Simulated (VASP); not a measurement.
**Li: single point with PBE**

Li:

```
Li
1.0
     1.34128   -0.77439    4.41477
     0.00000    1.54878    4.41477
    -1.34128   -0.77439    4.41477
Li
2
Direct
  0.25000 0.25000 0.25000
  0.75000 0.75000 0.75000
```

| Quantity | Value |
| --- | --- |
| Program | VASP 6.6.1 |
| Task | single point |
| Functional | PBE |
| Potentials or basis | VASP PAW PBE potentials, release 64 (Li_sv) |
| Cutoff | 520 eV |
| k mesh | 13 × 13 × 13 |
| Occupations | fermi-dirac, width 0.08 eV |
| Spin | no spin polarisation |

| Item | Value |
| --- | --- |
| Band gap on the k mesh | zero (band 3 reaches 3.76 eV, above the bottom of band 4 at -0.69 eV) |

Levels at points of the mesh, in eV from the Fermi level:
```
           k point  band 1  band 2  band 3  band 4  band 5  band 6  band 7
(0.00, 0.00, 0.00)  -45.97  -45.90   -4.00   -0.29    4.39   16.65   16.65
```

Run time: 80 s on 1 thread of Intel(R) Xeon(R) Platinum 8488C (Sapphire Rapids), with other jobs on the host, peak memory 0.2 GiB.
